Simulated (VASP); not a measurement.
# B5Pt (F-43m) in VASP: further runs, part 2 of 2

VASP 6.6.1. Earlier steps stand in the parts before.

### Step 4. Relaxation of cell and atoms, PBE

This run uses another cell than the first one, of 8.67 Å³/atom.

Contents of INCAR:

```
SYSTEM = B5Pt
PREC = Accurate
ENCUT = 600
EDIFF = 1E-6
ISMEAR = 0
SIGMA = 0.1
LREAL = .FALSE.
LASPH = .TRUE.
NELM = 80
ALGO = Normal
ISIF = 3
LWAVE = .FALSE.
LCHARG = .FALSE.
GGA = PE
IBRION = 2
NSW = 90
EDIFFG = -0.04
```

Contents of KPOINTS:

```
regular mesh
0
G
  6 6 6
  0 0 0
```

Contents of POSCAR:

```
B5Pt
1.0
    0.0000000000      2.9624892500      2.9624892500
    2.9624892500      0.0000000000      2.9624892500
    2.9624892500      2.9624892500      0.0000000000
B Pt
5 1
Direct
    0.3752183100      0.8743450600      0.3752183100
    0.3752183100      0.3752183100      0.3752183100
    0.7500000000      0.7500000000      0.7500000000
    0.8743450600      0.3752183100      0.3752183100
    0.3752183100      0.3752183100      0.8743450600
    0.0000000000      0.0000000000      0.0000000000
```

The run is started by

```
> cat potpaw_PBE.64/B/POTCAR potpaw_PBE.64/Pt/POTCAR > POTCAR
> mpirun -np 1 vasp_std > vasp.out
```

Wall time 3 min (1 thread of Intel Xeon 8259CL, shared host); peak memory 0.22 GiB.

It converged, with:

| Item | Value |
| --- | --- |
| Free energy | -30.8198 eV |
| Relaxed volume | 8.30 Å³/atom |
| Relaxed cell | a = 4.129 Å, b = 4.129 Å, c = 4.129 Å, α = 60.00°, β = 60.00°, γ = 60.00° |
| Space group after relaxing (to 0.1 Å) | F-43m (No. 216) |
| Energy gained by relaxing | 91.6 meV/atom |
| Ionic steps | 7 |
| Pressure after relaxing | -0.1 GPa |
| Largest force after relaxing | 0.035 eV/Å |
| Band gap on the k mesh | zero (an odd number of electrons rules out a gap without spin polarisation) |

Forces on the atoms (eV/Å):
```
B   -0.020  0.020 -0.020
B    0.020  0.020  0.020
B    0.000  0.000  0.000
B    0.020 -0.020 -0.020
B   -0.020 -0.020  0.020
Pt   0.000  0.000  0.000
```

Step by step:
```csv
step,energy change (eV),largest force (eV/Å),pressure (GPa),volume (Å³)
1,0.0000,1.0117,-10.19,52.00
2,-0.2950,1.0135,4.60,47.96
3,-0.3019,0.9552,7.86,47.29
4,-0.4803,0.0691,9.54,47.44
5,-0.4814,0.0299,9.74,47.45
6,-0.5402,0.0714,-3.37,50.68
7,-0.5495,0.0351,-0.07,49.78
```

Final structure:
```
B Pt
1.0
     0.00000    2.91975    2.91975
     2.91975    0.00000    2.91975
     2.91975    2.91975    0.00000
B Pt
5 1
Direct
  0.38944 0.83168 0.38944
  0.38944 0.38944 0.38944
  0.75000 0.75000 0.75000
  0.83168 0.38944 0.38944
  0.38944 0.38944 0.83168
  0.00000 0.00000 0.00000
```

Levels at points of the mesh, in eV from the Fermi level:
```
           k point  band 10  band 11  band 12  band 13  band 14  band 15  band 16
(0.00, 0.00, 0.00)    -5.16    -3.91     0.53     0.53     0.53     1.18     1.18
(0.50, 0.00, 0.00)    -4.95    -1.21    -1.21    -0.10     0.31     1.70     1.70
(0.50, 0.50, 0.00)    -5.04    -1.72     0.48     1.33     1.33     2.29     3.13
```

Caveat: spin-orbit coupling is left out, which moves the levels of the heavy elements.

### Step 5. Single point, PBE

This run uses another cell than the first one, of 8.26 Å³/atom.

Contents of INCAR:

```
SYSTEM = B5Pt
PREC     = Accurate       ! precision mode
ENCUT    = 520            ! plane-wave cutoff, eV
EDIFF    = 1E-6           ! SCF threshold, eV
ISMEAR   = 0              ! smearing method
SIGMA    = 0.1            ! smearing width, eV
LREAL    = .False.        ! projectors in reciprocal space
LASPH    = .True.         ! aspherical terms in the spheres
NELM     = 100            ! most SCF steps
ALGO     = Normal         ! electronic algorithm
ISIF     = 2              ! what is computed and relaxed
LWAVE    = .False.        ! write WAVECAR
LCHARG   = .True.         ! write CHGCAR
GGA      = PE             ! functional
LELF     = .True.         ! ELF
LVHAR    = .True.       
NBANDS   = 22             ! bands
```

Contents of KPOINTS:

```
Automatic mesh
0
Gamma
  12 12 12
  0 0 0
```

Contents of POSCAR:

```
B5Pt
1.0
    0.0000000000      2.9158287112      2.9158287112
    2.9158287112      0.0000000000      2.9158287112
    2.9158287112      2.9158287112      0.0000000000
B Pt
5 1
Direct
    0.1698061352      0.6100646216      0.6100646216
    0.6100646216      0.1698061352      0.6100646216
    0.2500000000      0.2500000000      0.2500000000
    0.6100646216      0.6100646216      0.1698061352
    0.6100646216      0.6100646216      0.6100646216
    0.0000000000      0.0000000000      0.0000000000
```

The run is started by

```
> cat potpaw_PBE.64/B/POTCAR potpaw_PBE.64/Pt/POTCAR > POTCAR
> mpirun -np 1 vasp_std > vasp.out
```

It took 1.7 min on 1 thread of Intel Xeon 8259CL, shared host; peak memory 0.22 GiB.

Results (log left out):

```yaml
Free_energy: -30.8060 eV
Pressure: -0.2 GPa
Largest_force: 0.014 eV/Å
Band_gap_on_the_k_mesh: zero (an odd number of electrons rules out a gap without spin polarisation)
```

Forces on the atoms (eV/Å):
```
B    0.008 -0.008 -0.008
B   -0.008  0.008 -0.008
B    0.000  0.000  0.000
B   -0.008 -0.008  0.008
B    0.008  0.008  0.008
Pt   0.000  0.000  0.000
```

Levels at points of the mesh, in eV from the Fermi level:
| k point | band 9 | band 10 | band 11 | band 12 | band 13 | band 14 | band 15 | band 16 |
| --- | --- | --- | --- | --- | --- | --- | --- | --- |
| (0.00, 0.00, 0.00) | -5.15 | -5.15 | -3.86 | 0.57 | 0.57 | 0.57 | 1.25 | 1.25 |
| (0.50, 0.00, 0.00) | -4.91 | -4.91 | -1.19 | -1.19 | -0.04 | 0.33 | 1.75 | 1.75 |
| (0.50, 0.50, 0.00) | -5.28 | -5.05 | -1.67 | 0.51 | 1.37 | 1.37 | 2.40 | 3.14 |

Caveat: spin-orbit coupling is left out, which moves the levels of the heavy elements.

### Step 6. Relaxation of cell and atoms, PBE

Contents of INCAR:

```
PREC = Accurate ; ENCUT = 600
EDIFF = 1E-7 ; ISMEAR = 0
SIGMA = 0.1 ; LREAL = F
LASPH = T ; NELM = 80
ALGO = Normal ; ISIF = 3
LWAVE = F ; LCHARG = F
GGA = PE ; IBRION = 2
NSW = 100 ; EDIFFG = -0.01
```

Contents of KPOINTS:

```
regular mesh
0
Gamma
  12 12 12
```

Contents of POSCAR:

```
B5Pt
1.0
    0.0000000000      2.9195321336      2.9195321336
    2.9195321336      0.0000000000      2.9195321336
    2.9195321336      2.9195321336      0.0000000000
B Pt
5 1
Direct
    0.1686664783      0.6104445072      0.6104445072
    0.6104445072      0.1686664783      0.6104445072
    0.2500000000      0.2500000000      0.2500000000
    0.6104445072      0.6104445072      0.1686664783
    0.6104445072      0.6104445072      0.6104445072
    0.0000000000      0.0000000000      0.0000000000
```

Potentials or basis: VASP PAW PBE potentials, release 64 (B, Pt).

The run is started by

```
> cat potpaw_PBE.64/B/POTCAR potpaw_PBE.64/Pt/POTCAR > POTCAR
> mpirun -np 1 vasp_std > vasp.out
```

OUTCAR:

```text
PREC = Accurate
   ENCUT = 600
   EDIFF = 1E-7
   ISMEAR = 0
   LREAL = F
   LASPH = T
   NELM = 80
   ISIF = 3
   GGA = PE
   IBRION = 2
   NSW = 100
   EDIFFG = -0.01

 ion  position               nearest neighbor table
   1  0.169  0.610  0.610-   2 1.82   4 1.82   5 1.82   6 2.45   6 2.45   6 2.45
   2  0.610  0.169  0.610-   1 1.82   4 1.82   5 1.82   6 2.45   6 2.45   6 2.45
   3  0.250  0.250  0.250-   6 2.53   6 2.53   6 2.53   6 2.53
   4  0.610  0.610  0.169-   1 1.82   2 1.82   5 1.82   6 2.45   6 2.45   6 2.45
   5  0.610  0.610  0.610-   1 1.82   2 1.82   4 1.82   6 2.45   6 2.45   6 2.45
   6  0.000  0.000  0.000-   2 2.45   4 2.45   1 2.45   4 2.45   1 2.45   2 2.45   5 2.45   5 2.45
                             5 2.45   1 2.45   2 2.45   4 2.45   3 2.53   3 2.53   3 2.53   3 2.53

  LATTYP: Found a face centered cubic cell.
 ALAT       =     5.8390642672

  Lattice vectors:

 A1 = (   0.0000000000,   2.9195321336,   2.9195321336)
 A2 = (   2.9195321336,   0.0000000000,   2.9195321336)
 A3 = (   2.9195321336,   2.9195321336,   0.0000000000)

Analysis of symmetry for initial positions (statically):
=====================================================================
 Subroutine PRICEL returns:
 Original cell was already a primitive cell.

 Routine SETGRP: Setting up the symmetry group for a
 face centered cubic supercell.
[... 183 lines left out ...]
  --------------------------------------------------------------------------------------
  -------------------------------------------------------------------------------------
  Total       -0.3563426     -0.3563426     -0.3563426      0.0000000      0.0000000      0.0000000
  in kB      -11.4711908    -11.4711908    -11.4711908      0.0000000      0.0000000      0.0000000
  external PRESSURE =     -11.4711908 kB  Pullay stress =       0.0000000 kB
[... 67 lines left out ...]
--------------------------------------- Ionic step        3  -------------------------------------------

 number of electron      24.9999999 magnetization

 Free energy of the ion-electron system (eV)
  ---------------------------------------------------
  ext. energy  EPLUGINS =         0.00000000
  ---------------------------------------------------
  free energy    TOTEN  =       -30.80971654 eV

  energy without entropy =      -30.79163726  energy(sigma->0) =      -30.80067690

 E-fermi :  10.2586     XC(G=0): -12.6957

 val. band max:       10.2492103881   @ k =   0.2500   0.0000   0.0000
 cond. band min:      10.2601859393   @ k =   0.5000   0.3333   0.0000
 fundamental gap:      0.0109755511
 Fermi energy:        10.2586257428

 k-point     1 :       0.0000    0.0000    0.0000
  band No.  band energies     occupation
      1      -6.4868      2.00000
      2       1.1873      2.00000
      3       1.9911      2.00000
      4       1.9911      2.00000
      5       1.9911      2.00000
      6       3.1131      2.00000
[... 433 lines left out ...]
      3       0.0108      2.00000
      4       1.3621      2.00000
      5       2.5946      2.00000
      6       3.8340      2.00000
[... 8 lines left out ...]
     15      11.8323      0.00000
     16      12.0965      0.00000

 [... further k-points ...]
[... 5 lines left out ...]
  --------------------------------------------------------------------------------------
  -------------------------------------------------------------------------------------
  Total        0.0135003      0.0135003      0.0135003      0.0000000      0.0000000      0.0000000
  in kB        0.4369763      0.4369763      0.4369763      0.0000000      0.0000000      0.0000000
  external PRESSURE =       0.4369763 kB  Pullay stress =       0.0000000 kB
[... 21 lines left out ...]
  FREE ENERGIE OF THE ION-ELECTRON SYSTEM (eV)
  ---------------------------------------------------
  free  energy   TOTEN  =       -30.8097165439 eV

  energy  without entropy=      -30.7916372604  energy(sigma->0) =      -30.80067690

 reached required accuracy - stopping structural energy minimisation
```

It took 4.6 min on 1 thread of Intel Xeon 8259CL, shared host; peak memory 0.26 GiB.

Results:

```yaml
Free_energy: -30.8097 eV
Relaxed_volume: 8.25 Å³/atom
Relaxed_cell: a = 4.121 Å, b = 4.121 Å, c = 4.121 Å, α = 60.00°, β = 60.00°, γ = 60.00°
Space_group_after_relaxing_to_0.1_Å: F-43m (No. 216)
Energy_gained_by_relaxing: 0.2 meV/atom
Ionic_steps: 3
Pressure_after_relaxing: 0.0 GPa
Largest_force_after_relaxing: 0.009 eV/Å
Band_gap_on_the_k_mesh: zero (an odd number of electrons rules out a gap without spin polarisation)
```

Forces on the atoms (eV/Å):
```
B   -0.005  0.005  0.005
B    0.005 -0.005  0.005
B    0.000  0.000  0.000
B    0.005  0.005 -0.005
B   -0.005 -0.005 -0.005
Pt   0.000  0.000  0.000
```

Step by step:
```csv
step,energy change (eV),largest force (eV/Å),pressure (GPa),volume (Å³)
1,0.0000,0.0719,-1.15,49.77
2,-0.0009,0.0291,0.75,49.34
3,-0.0013,0.0085,0.04,49.50
```

Final structure:
```
B Pt
1.0
     0.00000    2.91421    2.91421
     2.91421    0.00000    2.91421
     2.91421    2.91421    0.00000
B Pt
5 1
Direct
  0.16932 0.61023 0.61023
  0.61023 0.16932 0.61023
  0.25000 0.25000 0.25000
  0.61023 0.61023 0.16932
  0.61023 0.61023 0.61023
  0.00000 0.00000 0.00000
```

Levels at points of the mesh, in eV from the Fermi level:
```tsv
k point	band 10	band 11	band 12	band 13	band 14	band 15
(0.00, 0.00, 0.00)	-5.15	-3.87	0.56	0.56	0.56	1.23
(0.50, 0.00, 0.00)	-4.93	-1.19	-1.19	-0.05	0.33	1.75
(0.50, 0.50, 0.00)	-5.05	-1.69	0.52	1.37	1.37	2.37
```

Caveat: spin-orbit coupling is left out, which moves the levels of the heavy elements.

### Step 7. Summary

```tsv
task	cell	k mesh	cutoff (eV)	gap on the mesh (eV)	pressure (GPa)	relaxed volume (Å³/atom)	largest force (eV/Å)
single point	a = 4.129 Å, angles 60.0°, 6 atoms, atomic positions A	6 × 6 × 6	520	none	0.1	-	0.01
single point	a = 4.190 Å, angles 60.0°, 6 atoms, atomic positions B	6 × 6 × 6	520	none	-10.2	-	1.01
relaxation of cell and atoms	relaxed from a = 4.190 Å, angles 60.0°, 6 atoms, atomic positions B	6 × 6 × 6	600	none	-0.1	8.30	0.04
single point	a = 4.124 Å, angles 60.0°, 6 atoms, atomic positions A	12 × 12 × 12	520	none	-0.2	-	0.01
relaxation of cell and atoms	relaxed from a = 4.129 Å, angles 60.0°, 6 atoms, atomic positions A	12 × 12 × 12	600	none	0.0	8.25	0.01
```

Alike in all rows: level PBE; potentials or basis VASP PAW PBE potentials, release 64 (B, Pt); no spin polarisation; smearing gaussian 0.1 eV.

Caveats: spin-orbit coupling is left out, which moves the levels of the heavy elements; the cell stands under tension (at least some runs); forces of over 1 eV/Å act on the atoms, so gaps and moduli don't describe the material at rest (at least some runs).

Absolute energies hang on the potentials; compare differences alone.
